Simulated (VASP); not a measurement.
# PtSe (Fm-3m) in VASP: a series of runs, part 3 of 3

VASP 6.6.1. The steps go on from the part before.

### Step 4. Single point, PBE

This run uses another cell than the first one, of 21.91 Å³/atom, 1.179 times its volume.

The input, INCAR:

```
  PREC = Accurate
  ENCUT = 520
  EDIFF = 1E-7
  ISMEAR = -1
  SIGMA = 0.05
  LREAL = F
  LASPH = T
  NELM = 60
  ALGO = Normal
  ISIF = 2
  LWAVE = F
  LCHARG = F
  GGA = PE
  NBANDS = 15
```

The input, KPOINTS:

```
Automatic mesh
0
Gamma
  7 7 7
```

The input, POSCAR:

```
PtSe
1.0
    0.0000000000      2.7984111300      2.7984111300
    2.7984111300      0.0000000000      2.7984111300
    2.7984111300      2.7984111300      0.0000000000
Pt Se
1 1
Direct
    0.5000000000      0.5000000000      0.5000000000
    0.0000000000      0.0000000000      0.0000000000
```

Potentials or basis: VASP PAW PBE potentials, release 64 (Pt, Se).

On the command line:

```sh
$ cat potpaw_PBE.64/Pt/POTCAR potpaw_PBE.64/Se/POTCAR > POTCAR
$ mpirun -np 1 vasp_std > vasp.out
```

OUTCAR:

```text
PREC = Accurate
   ENCUT = 520
   EDIFF = 1E-7
   ISMEAR = -1
   LREAL = F
   LASPH = T
   NELM = 60
   ISIF = 2
   GGA = PE

 ion  position               nearest neighbor table
   1  0.500  0.500  0.500-   2 2.80   2 2.80   2 2.80   2 2.80   2 2.80   2 2.80
   2  0.000  0.000  0.000-   1 2.80   1 2.80   1 2.80   1 2.80   1 2.80   1 2.80

  LATTYP: Found a face centered cubic cell.
 ALAT       =     5.5968222600

  Lattice vectors:

 A1 = (   0.0000000000,   2.7984111300,   2.7984111300)
 A2 = (   2.7984111300,   0.0000000000,   2.7984111300)
 A3 = (   2.7984111300,   2.7984111300,   0.0000000000)

Analysis of symmetry for initial positions (statically):
=====================================================================
 Subroutine PRICEL returns:
 Original cell was already a primitive cell.

 Routine SETGRP: Setting up the symmetry group for a
 face centered cubic supercell.

 Subroutine GETGRP returns: Found 48 space group operations
 (whereof 48 operations were pure point group operations)
 out of a pool of 48 trial point group operations.

The static configuration has the point symmetry O_h .

Analysis of symmetry for dynamics (positions and initial velocities):
=====================================================================
 Subroutine PRICEL returns:
 Original cell was already a primitive cell.

 Routine SETGRP: Setting up the symmetry group for a
 face centered cubic supercell.

 Subroutine GETGRP returns: Found 48 space group operations
 (whereof 48 operations were pure point group operations)
 out of a pool of 48 trial point group operations.

The dynamic configuration has the point symmetry O_h .

 Subroutine INISYM returns: Found 48 space group operations
 (whereof 48 operations are pure point group operations),
 and found     1 'primitive' translations

----------------------------------------------------------------------------------------

                                     Primitive cell

  volume of cell :      43.8293

  direct lattice vectors                    reciprocal lattice vectors
     0.000000000  2.798411130  2.798411130    -0.178672817  0.178672817  0.178672817
     2.798411130  0.000000000  2.798411130     0.178672817 -0.178672817  0.178672817
     2.798411130  2.798411130  0.000000000     0.178672817  0.178672817 -0.178672817

  length of vectors
     3.957550973  3.957550973  3.957550973     0.309470397  0.309470397  0.309470397

  position of ions in fractional coordinates (direct lattice)
     0.500000000  0.500000000  0.500000000
     0.000000000  0.000000000  0.000000000

  ion indices of the primitive-cell ions
   primitive index   ion index
                 1           1
                 2           2

----------------------------------------------------------------------------------------

 KPOINTS: Automatic mesh

Automatic generation of k-mesh.
 Grid dimensions read from file:
 generate k-points for:    7    7    7

 Generating k-lattice:

  Cartesian coordinates                     Fractional coordinates (reciprocal lattice)
    -0.025524688  0.025524688  0.025524688     0.142857143  0.000000000  0.000000000
     0.025524688 -0.025524688  0.025524688     0.000000000  0.142857143  0.000000000
     0.025524688  0.025524688 -0.025524688     0.000000000  0.000000000  0.142857143

  Length of vectors
     0.044210057  0.044210057  0.044210057

  Shift w.r.t. Gamma in fractional coordinates (k-lattice)
     0.000000000  0.000000000  0.000000000

 Subroutine IBZKPT returns following result:
 ===========================================

 Found     20 irreducible k-points:

 Following reciprocal coordinates:
            Coordinates               Weight
  0.000000  0.000000  0.000000      1.000000
  0.142857  0.000000  0.000000      8.000000
  0.285714  0.000000  0.000000      8.000000
  0.428571  0.000000  0.000000      8.000000
  0.142857  0.142857  0.000000      6.000000
  0.285714  0.142857  0.000000     24.000000
[... 12 lines left out ...]
 -0.428571  0.428571  0.142857     24.000000
 -0.285714  0.428571  0.142857     24.000000
   k-points           NKPTS =     20   k-points in BZ     NKDIM =     20   number of bands    NBANDS=     15
   number of dos      NEDOS =    301   number of ions     NIONS =      2
   total plane-waves  NPLWV =  27000
   dimension x,y,z NGX =    30 NGY =   30 NGZ =   30
   dimension x,y,z NGXF=    60 NGYF=   60 NGZF=   60
   ions per type =               1   1
   NGX,Y,Z   is equivalent  to a cutoff of  12.60, 12.60, 12.60 a.u.
   NGXF,Y,Z  is equivalent  to a cutoff of  25.20, 25.20, 25.20 a.u.
 SYSTEM =  unknown system
   PREC   = accura    normal or accurate (medium, high low for compatibility)
   ISTART =      0    job   : 0-new  1-cont  2-samecut
   ICHARG =      2    charge: 1-file 2-atom 10-const
   ISPIN  =      1    spin polarized calculation?
   LNONCOLLINEAR =      F non collinear calculations
   LSORBIT =      F    spin-orbit coupling
   LASPH  =      T    aspherical Exc in radial PAW
   ENCUT  =  520.0 eV  38.22 Ry    6.18 a.u.   7.36  7.36  7.36*2*pi/ulx,y,z
   NELM   =     60;   NELMIN=  2; NELMDL= -5     # of ELM steps
   EDIFF  = 0.1E-06   stopping-criterion for ELM
   LREAL  =      F    real-space projection
   EDIFFG = 0.1E-05   stopping-criterion for IOM
   NSW    =      0    number of steps for IOM
   IBRION =     -1    ionic relax: 0-MD 1-quasi-New 2-CG
   NFREE  =      0    steps in history (QN), initial steepest desc. (CG)
   ISIF   =      2    stress and relaxation
   ISYM   =      2    0-nonsym 1-usesym 2-fastsym
   POTIM  = 0.5000    time-step for ionic-motion
   TEBEG  =    0.0;   TEEND  =   0.0 temperature during run
   PSTRESS=    0.0 pullay stress
   NELECT =      16.0000    total number of electrons
   NUPDOWN=      -1.0000    fix difference up-down
   EMIN   =  10.00;   EMAX   =-10.00  energy-range for DOS
   EFERMI =   0.00;   METHOD = LEGACY
   ISMEAR =    -1;   SIGMA  =   0.05  broadening in eV -4-tet -1-fermi 0-gaus
   EFERMI_NEDOS =   21; number of points for ismear=-14 and -15
   IALGO  =     38    algorithm
   IMIX   =      4    mixing-type and parameters
     AMIX     =   0.40;   BMIX     =  1.00
     AMIX_MAG =   1.60;   BMIX_MAG =  1.00
  volume/ion in A,a.u.               =      21.91       147.89
  Fermi-wavevector in a.u.,A,eV,Ry     =   1.170020  2.211017 18.625654  1.368947
  Thomas-Fermi vector in A             =   2.306485
   LORBIT       =      0    0 simple, 1 ext, 2 COOP (PROOUT), +10 PAW based schemes
   GGA     = PE    functional components
[... 5 lines left out ...]
 non-spin polarized calculation
  energy-cutoff  :      520.00
  volume of cell :       43.83
 maximum number of plane-waves:      1243
 NGX is ok and might be reduce to    30
   NGX = 15   NGY = 15   NGZ = 15

 number of electron      16.0000000 magnetization

 Free energy of the ion-electron system (eV)
  ---------------------------------------------------
  ext. energy  EPLUGINS =         0.00000000
  ---------------------------------------------------
  free energy    TOTEN  =        -9.28763750 eV

  energy without entropy =       -9.27812608  energy(sigma->0) =       -9.28288179

 E-fermi :   5.0831     XC(G=0): -10.6095

 val. band max:        4.9769949173   @ k =   0.2857   0.1429   0.0000
 cond. band min:       5.1785496049   @ k =  -0.2857   0.1429   0.0000
 fundamental gap:      0.2015546876
 Fermi energy:         5.0831102432

 k-point     1 :       0.0000    0.0000    0.0000
  band No.  band energies     occupation
      1      -8.7593      2.00000
      2       2.8568      2.00000
      3       2.8568      2.00000
      4       2.9030      2.00000
      5       2.9030      2.00000
      6       2.9030      2.00000
      7       4.0278      2.00000
      8       4.0278      2.00000
      9       4.0278      2.00000
     10       5.6944      0.00001
     11      15.4412      0.00000
     12      16.0388      0.00000
     13      16.0388      0.00000
     14      16.0388      0.00000
     15      17.2859      0.00000
[... 325 lines left out ...]
 k-point    20 :      -0.2857    0.4286    0.1429
  band No.  band energies     occupation
      1      -7.6993      2.00000
      2       0.4163      2.00000
      3       1.0163      2.00000
      4       1.2372      2.00000
      5       3.4383      2.00000
      6       3.7090      2.00000
      7       3.9765      2.00000
      8       4.0394      2.00000
      9       4.7327      1.99819
     10       8.9468      0.00000
     11      12.2139      0.00000
     12      13.6752      0.00000
     13      13.8151      0.00000
     14      18.1546      0.00000
     15      18.2131      0.00000

------------------------ aborting loop because EDIFF is reached ----------------------------------------

  FORCE on cell =-STRESS in cart. coord.  units (eV):
  Direction    XX          YY          ZZ          XY          YZ          ZX
  --------------------------------------------------------------------------------------
  -------------------------------------------------------------------------------------
  Total       -4.0033731     -4.0033731     -4.0033731      0.0000000      0.0000000      0.0000000
  in kB     -146.3430464   -146.3430464   -146.3430464      0.0000000      0.0000000      0.0000000
  external PRESSURE =    -146.3430464 kB  Pullay stress =       0.0000000 kB

 VOLUME and BASIS-vectors are now :
 -----------------------------------------------------------------------------
  energy-cutoff  :      520.00
  volume of cell :       43.83
      direct lattice vectors                 reciprocal lattice vectors
     0.000000000  2.798411130  2.798411130    -0.178672817  0.178672817  0.178672817
     2.798411130  0.000000000  2.798411130     0.178672817 -0.178672817  0.178672817
     2.798411130  2.798411130  0.000000000     0.178672817  0.178672817 -0.178672817

 POSITION                                       TOTAL-FORCE (eV/Angst)
 -----------------------------------------------------------------------------------
      2.79841      2.79841      2.79841         0.000000      0.000000      0.000000
      0.00000      0.00000      0.00000        -0.000000      0.000000     -0.000000
 -----------------------------------------------------------------------------------
    total drift:                                0.000000     -0.000000      0.000000

  FREE ENERGIE OF THE ION-ELECTRON SYSTEM (eV)
  ---------------------------------------------------
  free  energy   TOTEN  =        -9.2876375017 eV

  energy  without entropy=       -9.2781260758  energy(sigma->0) =       -9.28288179
```

It took 16 s on 1 thread of Intel Xeon 8259CL, shared host; peak memory 0.17 GiB.

What came out:

| Property | Result |
| --- | --- |
| Free energy | -9.2876 eV |
| Pressure | -14.6 GPa |
| Band gap on the k mesh | zero (band 8 reaches 7.24 eV, above the bottom of band 9 at 4.03 eV) |

Caveat: spin-orbit coupling is left out, which moves the levels of the heavy elements.

### Step 5. Single point, PBE

This run uses another cell than the first one, of 15.84 Å³/atom, 0.852 times its volume.

The input, INCAR:

```
SYSTEM = PtSe
  PREC = Accurate
  ENCUT = 520
  EDIFF = 1E-6
  ISMEAR = -1
  SIGMA = 0.05
  LREAL = .FALSE.
  LASPH = .TRUE.
  NELM = 80
  ALGO = Normal
  ISIF = 2
  LWAVE = .FALSE.
  LCHARG = .FALSE.
  GGA = PE
  NBANDS = 15
```

The input, KPOINTS:

```
regular mesh
0
G
  8 8 8
  0 0 0
```

The input, POSCAR:

```
PtSe
1.0
    0.0000000000      2.5112271692      2.5112271692
    2.5112271692      0.0000000000      2.5112271692
    2.5112271692      2.5112271692      0.0000000000
Pt Se
1 1
Direct
    0.5000000000      0.5000000000      0.5000000000
    0.0000000000      0.0000000000      0.0000000000
```

Potentials or basis: VASP PAW PBE potentials, release 64 (Pt, Se).

On the command line:

```sh
$ cat potpaw_PBE.64/Pt/POTCAR potpaw_PBE.64/Se/POTCAR > POTCAR
$ mpirun -np 1 vasp_std > vasp.out
```

OUTCAR:

```text
SYSTEM = PtSe
   PREC = Accurate
   ENCUT = 520
   EDIFF = 1E-6
   ISMEAR = -1
   LREAL = .FALSE.
   LASPH = .TRUE.
   NELM = 80
   ISIF = 2
   GGA = PE

 ion  position               nearest neighbor table
   1  0.500  0.500  0.500-   2 2.51   2 2.51   2 2.51   2 2.51   2 2.51   2 2.51
   2  0.000  0.000  0.000-   1 2.51   1 2.51   1 2.51   1 2.51   1 2.51   1 2.51

  LATTYP: Found a face centered cubic cell.
 ALAT       =     5.0224543384

  Lattice vectors:

[... 609 lines left out ...]
      9      10.8145      0.00000
     10      15.3468      0.00000
     11      16.2054      0.00000
     12      19.0066      0.00000
     13      19.6030      0.00000
     14      23.2736      0.00000
     15      26.0629      0.00000

 [... further k-points ...]
[... 5 lines left out ...]
  --------------------------------------------------------------------------------------
  -------------------------------------------------------------------------------------
  Total        5.9592767      5.9592767      5.9592767     -0.0000000      0.0000000     -0.0000000
  in kB      301.4505880    301.4505880    301.4505880     -0.0000000      0.0000000     -0.0000000
  external PRESSURE =     301.4505880 kB  Pullay stress =       0.0000000 kB

 VOLUME and BASIS-vectors are now :
 -----------------------------------------------------------------------------
  energy-cutoff  :      520.00
  volume of cell :       31.67
      direct lattice vectors                 reciprocal lattice vectors
     0.000000000  2.511227169  2.511227169    -0.199105842  0.199105842  0.199105842
     2.511227169  0.000000000  2.511227169     0.199105842 -0.199105842  0.199105842
     2.511227169  2.511227169  0.000000000     0.199105842  0.199105842 -0.199105842

 POSITION                                       TOTAL-FORCE (eV/Angst)
 -----------------------------------------------------------------------------------
      2.51123      2.51123      2.51123         0.000000      0.000000      0.000000
      0.00000      0.00000      0.00000        -0.000000     -0.000000     -0.000000
 -----------------------------------------------------------------------------------
    total drift:                                0.000000      0.000000      0.000000

  FREE ENERGIE OF THE ION-ELECTRON SYSTEM (eV)
  ---------------------------------------------------
  free  energy   TOTEN  =        -9.2301463391 eV

  energy  without entropy=       -9.2257918538  energy(sigma->0) =       -9.22796910
```

stdout:

```text
POSCAR found type information on POSCAR PtSe
 POSCAR found :  2 types and       2 ions
 scaLAPACK will be used
 LDA part: xc-table for (Slater+PW92), standard interpolation
 POSCAR, INCAR and KPOINTS ok, starting setup
 FFT: planning ... GRIDC
 FFT: planning ... GRID_SOFT
 FFT: planning ... GRID
 WAVECAR not read
 entering main loop
```

It took 15 s on 1 thread of Intel Xeon 8259CL, shared host; peak memory 0.16 GiB.

What came out:

```yaml
Free_energy: -9.2301 eV
Pressure: 30.1 GPa
Band_gap_on_the_k_mesh: zero (band 8 reaches 12.94 eV, above the bottom of band 9 at 8.23 eV)
```

Levels at points of the mesh, in eV from the Fermi level:
| k point | band 5 | band 6 | band 7 | band 8 | band 9 | band 10 | band 11 | band 12 |
| --- | --- | --- | --- | --- | --- | --- | --- | --- |
| (0.00, 0.00, 0.00) | -4.08 | -4.08 | -1.78 | -1.78 | -1.78 | 2.35 | 9.18 | 12.09 |
| (0.50, 0.00, 0.00) | -2.82 | -2.82 | -2.16 | 2.93 | 3.58 | 3.58 | 6.07 | 6.07 |
| (0.50, 0.50, 0.00) | -3.87 | -3.44 | -2.37 | -2.37 | -1.55 | 0.35 | 8.89 | 12.44 |

Caveat: spin-orbit coupling is left out, which moves the levels of the heavy elements.

### Step 6. The runs side by side

| level | U | cell | k mesh | gap on the mesh (eV) | pressure (GPa) |
| --- | --- | --- | --- | --- | --- |
| PBE+U | Pt d U = 5.0 eV | a = 3.746 Å, angles 60.0°, 2 atoms | 8 × 8 × 8 | none | -4.7 |
| PBE+U | Pt d U = 6.0 eV | a = 3.748 Å, angles 60.0°, 2 atoms | 8 × 8 × 8 | none | -5.9 |
| PBE | - | a = 3.958 Å, angles 60.0°, 2 atoms | 7 × 7 × 7 | none | -14.6 |
| PBE | - | a = 3.551 Å, angles 60.0°, 2 atoms | 8 × 8 × 8 | none | 30.1 |

Alike in all rows: task single point; potentials or basis VASP PAW PBE potentials, release 64 (Pt, Se); no spin polarisation; cutoff (eV) 520; smearing fermi-dirac 0.05 eV.

Caveats: spin-orbit coupling is left out, which moves the levels of the heavy elements; U without spin polarisation on a metal has little footing (some runs).

Absolute energies hang on the potentials; compare differences alone.
